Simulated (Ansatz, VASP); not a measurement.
# Two plane-wave programs on SnO2

```
Sn O
1.0
     4.60943    0.00000    0.00000
     0.00000    4.60999    0.00000
     0.00000    0.00000    3.11415
Sn O
2 4
Cartesian
  2.3047 2.3050 1.5571
  0.0000 0.0000 0.0000
  1.4104 1.1723 0.0000
  3.7151 1.1327 1.5571
  0.8943 3.4773 1.5571
  3.1990 3.4377 0.0000
```

Alike in both runs: task single point; functional LDA; k mesh 6 × 6 × 8; occupations gaussian, width 0.05 eV; no spin polarisation.

|  | VASP | Ansatz |
| --- | --- | --- |
| version | VASP 6.6.1 | Ansatz 0.2.0 |
| potentials or method | VASP PAW LDA potentials, release 64 (Sn_d, O), cutoff 520 eV | scalar-relativistic, plane waves, PAW |
| valence electrons in the cell | 52 | 52 |

```tsv
	VASP	Ansatz	Ansatz less VASP
gap on the k mesh at the Fermi level (eV)	1.96	1.93	-0.026
least direct gap on the mesh (eV)	1.96	1.93	-0.022
pressure (GPa)	23.3	22.2	-1.05
traceless stress, the component that is largest in VASP (GPa)	14.16	14.05	-0.106
rms of the force components (eV/Å)	2.166	2.152	-0.0143
```

LDA's correlation is that of Perdew and Zunger in VASP and of Perdew and Wang (1992) in Ansatz. Atom by atom the forces differ by 0.015 eV/Å (rms over components).
